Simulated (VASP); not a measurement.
# Si2W (P6_222) in VASP: single point with r2SCAN

Aim: the single point of Si2W with r2SCAN.

Everything below comes from runs of VASP 6.6.1. Logs are shortened: lines on timing, memory, paths and dates and some standing lists are left out, and cuts for length are marked.

### Step 1. The cell of the first run

Symmetry: P6_222, No. 180, hexagonal system. Conventional cell: a = 4.946 Å, b = 4.946 Å, c = 7.138 Å, α = 90.00°, β = 90.00°, γ = 120.00°. Si (site symmetry 2) has 9 Si at 2.76 to 3.46 Å and 5 W at 2.78 to 2.88 Å within 3.6 Å. W (site symmetry 222) has 10 Si at 2.78 to 2.88 Å and 4 W at 3.43 Å within 3.7 Å.

### Step 2. Single point, r2SCAN (strain +0.080 along x and y, +0.080 along z)

Contents of POSCAR:

```
Si2W
1.0
    4.9460650567      0.0000000000      0.0000000000
   -2.4730325284      4.2834179878      0.0000000000
    0.0000000000      0.0000000000      7.1378857951
Si W
6 3
Direct
    0.8364048210      0.6728096420      0.5000000000
    0.1635951790      0.8364048210      0.8333333333
    0.6728096420      0.8364048210      0.1666666667
    0.1635951790      0.3271903580      0.5000000000
    0.8364048210      0.1635951790      0.8333333333
    0.3271903580      0.1635951790      0.1666666667
    0.0000000000      0.5000000000      0.1666666667
    0.5000000000      0.5000000000      0.8333333333
    0.5000000000      0.0000000000      0.5000000000
```

Contents of INCAR.step1:

```
SYSTEM = Si2W
  ALGO = Normal
  EDIFF = 1E-4
  ENCUT = 520
  GGA = PE
  ISMEAR = 0
  LASPH = .True.
  LCHARG = .False.
  LREAL = .False.
  LWAVE = .True.
  NBANDS = 43
  NELM = 100
  PREC = Accurate
  SIGMA = 0.03
```

Contents of INCAR.step2:

```
SYSTEM = Si2W
  ALGO = Normal
  EDIFF = 1E-7
  ENCUT = 520
  ISIF = 2
  ISMEAR = 0
  ISTART = 1
  LASPH = .True.
  LCHARG = .True.
  LELF = .True.
  LMIXTAU = .True.
  LREAL = .False.
  LVHAR = .True.
  LWAVE = .False.
  METAGGA = R2SCAN
  NBANDS = 43
  NELM = 100
  PREC = Accurate
  SIGMA = 0.03
```

Contents of KPOINTS:

```
k-points
0
Gamma
  12 12 6
  0 0 0
```

Potentials or basis: VASP PAW PBE potentials, release 64 (Si, W_sv).

Run with:

```sh
$ cat potpaw_PBE.64/Si/POTCAR potpaw_PBE.64/W_sv/POTCAR > POTCAR
$ cp INCAR.step1 INCAR
$ mpirun -np 1 vasp_std > vasp.out
$ cp INCAR.step2 INCAR
$ mpirun -np 1 vasp_std > vasp.out
```

OUTCAR:

```text
SYSTEM = Si2W
   EDIFF = 1E-7
   ENCUT = 520
   ISIF = 2
   ISMEAR = 0
   ISTART = 1
   LASPH = .True.
   LREAL = .False.
   METAGGA = R2SCAN
   NELM = 100
   PREC = Accurate

 ion  position               nearest neighbor table
   1  0.836  0.673  0.500-   2 2.76   3 2.76   8 2.78   7 2.78   4 2.80   9 2.84   9 2.84   9 2.88
                             4 2.88   4 2.88
   2  0.164  0.836  0.833-   1 2.76   6 2.76   9 2.78   7 2.78   5 2.80   8 2.84   8 2.84   8 2.88
                             5 2.88   5 2.88
   3  0.673  0.836  0.167-   1 2.76   5 2.76   9 2.78   8 2.78   6 2.80   7 2.84   7 2.84   7 2.88
                             6 2.88   6 2.88
   4  0.164  0.327  0.500-   5 2.76   6 2.76   8 2.78   7 2.78   1 2.80   9 2.84   9 2.84   9 2.88
                             1 2.88   1 2.88
   5  0.836  0.164  0.833-   4 2.76   3 2.76   9 2.78   7 2.78   2 2.80   8 2.84   8 2.84   8 2.88
                             2 2.88   2 2.88
   6  0.327  0.164  0.167-   4 2.76   2 2.76   9 2.78   8 2.78   3 2.80   7 2.84   7 2.84   7 2.88
                             3 2.88   3 2.88
   7  0.000  0.500  0.167-   1 2.78   4 2.78   2 2.78   5 2.78   6 2.84   3 2.84   6 2.84   3 2.84
                             3 2.88   6 2.88   9 3.43   9 3.43   8 3.43   8 3.43
   8  0.500  0.500  0.833-   1 2.78   4 2.78   3 2.78   6 2.78   5 2.84   2 2.84   2 2.84   5 2.84
                             5 2.88   2 2.88   9 3.43   9 3.43   7 3.43   7 3.43
   9  0.500  0.000  0.500-   2 2.78   5 2.78   3 2.78   6 2.78   4 2.84   1 2.84   4 2.84   1 2.84
                             4 2.88   1 2.88   7 3.43   7 3.43   8 3.43   8 3.43

  LATTYP: Found a hexagonal cell.
 ALAT       =     4.9460650567
 C/A-ratio  =     1.4431443407

  Lattice vectors:

 A1 = (   4.9460650567,   0.0000000000,   0.0000000000)
 A2 = (  -2.4730325284,   4.2834179878,   0.0000000000)
 A3 = (   0.0000000000,   0.0000000000,   7.1378857951)

Analysis of symmetry for initial positions (statically):
=====================================================================
 Subroutine PRICEL returns:
 Original cell was already a primitive cell.

 Routine SETGRP: Setting up the symmetry group for a
 hexagonal supercell.

 Subroutine GETGRP returns: Found 12 space group operations
 (whereof  4 operations were pure point group operations)
 out of a pool of 24 trial point group operations.

The static configuration has the point symmetry D_2 .
 The point group associated with its full space group is D_6 .

Analysis of symmetry for dynamics (positions and initial velocities):
=====================================================================
 Subroutine PRICEL returns:
 Original cell was already a primitive cell.

 Routine SETGRP: Setting up the symmetry group for a
 hexagonal supercell.

 Subroutine GETGRP returns: Found 12 space group operations
 (whereof  4 operations were pure point group operations)
 out of a pool of 24 trial point group operations.

The dynamic configuration has the point symmetry D_2 .
 The point group associated with its full space group is D_6 .

 Subroutine INISYM returns: Found 12 space group operations
 (whereof  4 operations are pure point group operations),
 and found     1 'primitive' translations

----------------------------------------------------------------------------------------

                                     Primitive cell

  volume of cell :     151.2237

  direct lattice vectors                    reciprocal lattice vectors
     4.946065057  0.000000000  0.000000000     0.202180923  0.116729211  0.000000000
    -2.473032528  4.283417988  0.000000000     0.000000000  0.233458421  0.000000000
     0.000000000  0.000000000  7.137885795     0.000000000  0.000000000  0.140097506

  length of vectors
     4.946065057  4.946065057  7.137885795     0.233458421  0.233458421  0.140097506

  position of ions in fractional coordinates (direct lattice)
     0.836404821  0.672809642  0.500000000
     0.163595179  0.836404821  0.833333333
     0.672809642  0.836404821  0.166666667
     0.163595179  0.327190358  0.500000000
     0.836404821  0.163595179  0.833333333
     0.327190358  0.163595179  0.166666667
     0.000000000  0.500000000  0.166666667
     0.500000000  0.500000000  0.833333333
     0.500000000  0.000000000  0.500000000

  ion indices of the primitive-cell ions
   primitive index   ion index
                 1           1
                 2           2
                 3           3
                 4           4
                 5           5
                 6           6
                 7           7
                 8           8
                 9           9

----------------------------------------------------------------------------------------

 KPOINTS: k-points

Automatic generation of k-mesh.
 Grid dimensions read from file:
 generate k-points for:   12   12    6

 Generating k-lattice:

  Cartesian coordinates                     Fractional coordinates (reciprocal lattice)
     0.016848410  0.009727434  0.000000000     0.083333333  0.000000000  0.000000000
     0.000000000  0.019454868  0.000000000     0.000000000  0.083333333  0.000000000
     0.000000000  0.000000000  0.023349584     0.000000000  0.000000000  0.166666667

  Length of vectors
     0.019454868  0.019454868  0.023349584

  Shift w.r.t. Gamma in fractional coordinates (k-lattice)
     0.000000000  0.000000000  0.000000000

 Subroutine IBZKPT returns following result:
 ===========================================

 Found     76 irreducible k-points:

 Following reciprocal coordinates:
            Coordinates               Weight
  0.000000  0.000000  0.000000      1.000000
  0.083333  0.000000  0.000000      6.000000
  0.166667  0.000000  0.000000      6.000000
  0.250000  0.000000  0.000000      6.000000
  0.333333  0.000000  0.000000      6.000000
  0.416667  0.000000  0.000000      6.000000
[... 16 lines left out ...]
  0.250000  0.000000  0.166667     12.000000
  0.333333  0.000000  0.166667     12.000000
 [... further k-points ...]
   k-points           NKPTS =     76   k-points in BZ     NKDIM =     76   number of bands    NBANDS=     43
   number of dos      NEDOS =    301   number of ions     NIONS =      9
   total plane-waves  NPLWV =  86400
   dimension x,y,z NGX =    40 NGY =   40 NGZ =   54
   dimension x,y,z NGXF=    80 NGYF=   80 NGZF=  108
   ions per type =               6   3
   NGX,Y,Z   is equivalent  to a cutoff of  13.44, 13.44, 12.58 a.u.
   NGXF,Y,Z  is equivalent  to a cutoff of  26.89, 26.89, 25.15 a.u.
 SYSTEM =  Si2W
   PREC   = accura    normal or accurate (medium, high low for compatibility)
   ISTART =      1    job   : 0-new  1-cont  2-samecut
   ICHARG =      0    charge: 1-file 2-atom 10-const
   ISPIN  =      1    spin polarized calculation?
   LNONCOLLINEAR =      F non collinear calculations
   LSORBIT =      F    spin-orbit coupling
   LASPH  =      T    aspherical Exc in radial PAW
   ENCUT  =  520.0 eV  38.22 Ry    6.18 a.u.   9.20  9.20 13.27*2*pi/ulx,y,z
   NELM   =    100;   NELMIN=  2; NELMDL=  0     # of ELM steps
   EDIFF  = 0.1E-06   stopping-criterion for ELM
   LREAL  =      F    real-space projection
   EDIFFG = 0.1E-05   stopping-criterion for IOM
   NSW    =      0    number of steps for IOM
   IBRION =     -1    ionic relax: 0-MD 1-quasi-New 2-CG
   NFREE  =      0    steps in history (QN), initial steepest desc. (CG)
   ISIF   =      2    stress and relaxation
   ISYM   =      2    0-nonsym 1-usesym 2-fastsym
   POTIM  = 0.5000    time-step for ionic-motion
   TEBEG  =    0.0;   TEEND  =   0.0 temperature during run
   PSTRESS=    0.0 pullay stress
   NELECT =      66.0000    total number of electrons
   NUPDOWN=      -1.0000    fix difference up-down
   EMIN   =  10.00;   EMAX   =-10.00  energy-range for DOS
   EFERMI =   0.00;   METHOD = LEGACY
   ISMEAR =     0;   SIGMA  =   0.03  broadening in eV -4-tet -1-fermi 0-gaus
   EFERMI_NEDOS =   21; number of points for ismear=-14 and -15
   IALGO  =     38    algorithm
   IMIX   =      4    mixing-type and parameters
     AMIX     =   0.40;   BMIX     =  1.00
     AMIX_MAG =   1.60;   BMIX_MAG =  1.00
  volume/ion in A,a.u.               =      16.80       113.39
  Fermi-wavevector in a.u.,A,eV,Ry     =   1.241794  2.346650 20.980892  1.542052
  Thomas-Fermi vector in A             =   2.376176
   LORBIT       =      0    0 simple, 1 ext, 2 COOP (PROOUT), +10 PAW based schemes
   METAGGA = R2SCAN    functional components
   LHFCALC =     F    Hartree Fock is set to
   AEXX    =    0.0000 exact exchange contribution
   IVDW    =     0    specifies the selected vdW correction
   LEPSILON=     F    determine dielectric tensor
   LRPA    =     F    only Hartree local field effects (RPA)
 non-spin polarized calculation
 Gauss-broadening in eV      SIGMA  =   0.03
  energy-cutoff  :      520.00
  volume of cell :      151.22
 maximum number of plane-waves:      4106
 NGX is ok and might be reduce to    40
   NGX = 19   NGY = 19   NGZ = 27

 number of electron      66.0000003 magnetization

 Free energy of the ion-electron system (eV)
  ---------------------------------------------------
  ext. energy  EPLUGINS =         0.00000000
  ---------------------------------------------------
  free energy    TOTEN  =      -204.89676411 eV

  energy without entropy =     -204.89643332  energy(sigma->0) =     -204.89659872

 E-fermi :   9.3762     XC(G=0): -12.3676

 val. band max:        9.3431319733   @ k =   0.4167   0.0833   0.5000
 cond. band min:       9.3920287152   @ k =   0.2500   0.0000   0.5000
 fundamental gap:      0.0488967419
 Fermi energy:         9.3761769145

 k-point     1 :       0.0000    0.0000    0.0000
  band No.  band energies     occupation
      1     -67.1259      2.00000
      2     -67.1214      2.00000
      3     -67.1214      2.00000
      4     -30.6810      2.00000
      5     -30.6810      2.00000
      6     -30.6706      2.00000
[... 35 lines left out ...]
     42      11.9300      0.00000
     43      12.2273      0.00000
[... 1017 lines left out ...]
      3     -67.1212      2.00000
      4     -30.6961      2.00000
      5     -30.6880      2.00000
      6     -30.6722      2.00000
[... 35 lines left out ...]
     42      12.3430      0.00000
     43      12.4515      0.00000

 [... further k-points ...]

------------------------ aborting loop because EDIFF is reached ----------------------------------------

  FORCE on cell =-STRESS in cart. coord.  units (eV):
  Direction    XX          YY          ZZ          XY          YZ          ZX
  --------------------------------------------------------------------------------------
  -------------------------------------------------------------------------------------
  Total      -29.5828613    -29.5828613    -32.6574924      0.0000000     -0.0000000      0.0000000
  in kB     -313.4230153   -313.4230153   -345.9979620      0.0000000     -0.0000000      0.0000000
  external PRESSURE =    -324.2813309 kB  Pullay stress =       0.0000000 kB

 VOLUME and BASIS-vectors are now :
 -----------------------------------------------------------------------------
  energy-cutoff  :      520.00
  volume of cell :      151.22
      direct lattice vectors                 reciprocal lattice vectors
     4.946065057  0.000000000  0.000000000     0.202180923  0.116729211  0.000000000
    -2.473032528  4.283417988  0.000000000     0.000000000  0.233458421  0.000000000
     0.000000000  0.000000000  7.137885795     0.000000000  0.000000000  0.140097506

 POSITION                                       TOTAL-FORCE (eV/Angst)
 -----------------------------------------------------------------------------------
      2.47303      2.88192      3.56894         0.000000     -0.117932     -0.000000
     -1.25930      3.58267      5.94824         0.102132     -0.058966      0.000000
      1.25930      3.58267      1.18965        -0.102132     -0.058966      0.000000
     -0.00000      1.40149      3.56894        -0.000000      0.117932      0.000000
      3.73234      0.70075      5.94824        -0.102132      0.058966      0.000000
      1.21373      0.70075      1.18965         0.102132      0.058966     -0.000000
     -1.23652      2.14171      1.18965         0.000000      0.000000     -0.000000
      1.23652      2.14171      5.94824         0.000000      0.000000     -0.000000
      2.47303      0.00000      3.56894         0.000000      0.000000      0.000000
 -----------------------------------------------------------------------------------
    total drift:                                0.000000     -0.000000      0.000000

  FREE ENERGIE OF THE ION-ELECTRON SYSTEM (eV)
  ---------------------------------------------------
  free  energy   TOTEN  =      -204.8967641064 eV

  energy  without entropy=     -204.8964333249  energy(sigma->0) =     -204.89659872
```

Run time: 49 min. Hardware: 1 thread of Oxide Virtual Turin-like, shared host; peak memory 0.53 GiB.

What came out:

```
Free energy            : -204.8968 eV
Pressure               : -32.4 GPa
Largest force          : 0.118 eV/Å
Band gap on the k mesh : zero (bands 33 and 34 overlap by 0.04 eV)
```

Forces on the atoms (eV/Å):
```
Si   0.000 -0.118  0.000
Si   0.102 -0.059  0.000
Si  -0.102 -0.059  0.000
Si   0.000  0.118  0.000
Si  -0.102  0.059  0.000
Si   0.102  0.059  0.000
W    0.000  0.000  0.000
W    0.000  0.000  0.000
W    0.000  0.000  0.000
```

Stress tensor (GPa, compression positive):
```
-31.34   0.00   0.00
  0.00 -31.34   0.00
  0.00   0.00 -34.60
```

Levels at points of the mesh, in eV from the Fermi level:
| k point | band 31 | band 32 | band 33 | band 34 | band 35 | band 36 |
| --- | --- | --- | --- | --- | --- | --- |
| (0.00, 0.00, 0.00) | -2.69 | -2.25 | -0.57 | 1.42 | 1.97 | 2.13 |
| (0.50, 0.00, 0.00) | -1.15 | -0.90 | -0.36 | 0.17 | 0.84 | 0.87 |
| (0.00, 0.00, 0.50) | -2.40 | -0.51 | -0.51 | 1.40 | 1.40 | 1.48 |
| (0.50, 0.00, 0.50) | -1.56 | -0.92 | 0.06 | 0.62 | 0.86 | 1.01 |

Caveat: the cell differs from its parent crystal (strain +0.080 along x and y, +0.080 along z); the cell stands under tension; the PAW data sets were made with another functional, which shifts forces and pressure a little; spin-orbit coupling is left out, which moves the levels of the heavy elements.

The gap in the log of VASP goes by the Fermi energy; the results here count the filled bands.